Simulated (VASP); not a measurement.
Wanted: the native input for a VASP 6.6.1 run.

| Item | Value |
| --- | --- |
| Task | single point |
| Functional | PBE |
| Potentials or basis | VASP PAW PBE potentials, release 64 (K_sv, Y_sv, C) |
| Cutoff | 520 eV |
| k mesh | 6 × 6 × 1 |
| Occupations | gaussian, width 0.1 eV |
| Spin | no spin polarisation |
| Dipole correction | yes |
| Further INCAR settings | ALGO = Normal; EDIFF = 1e-06; NBANDS = 19 |

The structure of KYC lies in POSCAR:

```
KYC
1.0
    3.2856816700      0.0000000000      0.0000000000
   -1.6428408300      2.8454842100      0.0000000000
    0.0000000000      0.0000000000     18.0000000000
K Y C
1 1 1
Direct
    0.0000000000      0.0000000000      0.4071366400
    0.0000000000      0.0000000000      0.5928633600
    0.3333333300      0.6666666700      0.4934246400
```

The cell was built from a structure type or drawn by symmetry, and may not be a known phase.

These files were run (other wordings do the same):

INCAR

```
SYSTEM = KYC
PREC     = Accurate       ! precision mode
ENCUT    = 520            ! plane-wave cutoff, eV
EDIFF    = 1E-6           ! SCF threshold, eV
ISMEAR   = 0              ! smearing method
SIGMA    = 0.1            ! smearing width, eV
LREAL    = .False.        ! projectors in reciprocal space
LASPH    = .True.         ! aspherical terms in the spheres
NELM     = 100            ! most SCF steps
ALGO     = Normal         ! electronic algorithm
ISIF     = 2              ! what is computed and relaxed
LWAVE    = .False.        ! write WAVECAR
LCHARG   = .True.         ! write CHGCAR
LDIPOL   = .True.       
IDIPOL   = 3            
DIPOL    = 0.5 0.5 0.498
GGA      = PE             ! functional
LELF     = .True.         ! ELF
LVHAR    = .True.       
LVACPOTAV= .True.       
NBANDS   = 19             ! bands
```

KPOINTS

```
Automatic mesh
0
Gamma
  6 6 1
  0 0 0
```

Potentials or basis: VASP PAW PBE potentials, release 64 (K_sv, Y_sv, C).

Run with:

```bash
$ cat potpaw_PBE.64/K_sv/POTCAR potpaw_PBE.64/Y_sv/POTCAR potpaw_PBE.64/C/POTCAR > POTCAR
$ mpirun -np 1 vasp_std > vasp.out
```

It gave:

| Property | Result |
| --- | --- |
| Largest force | 4.364 eV/Å |
| Band gap on the k mesh | 0.10 eV |

Wall time 36 s on 1 thread of Intel(R) Xeon(R) Platinum 8488C (Sapphire Rapids) (shared host), peak memory 0.28 GiB.
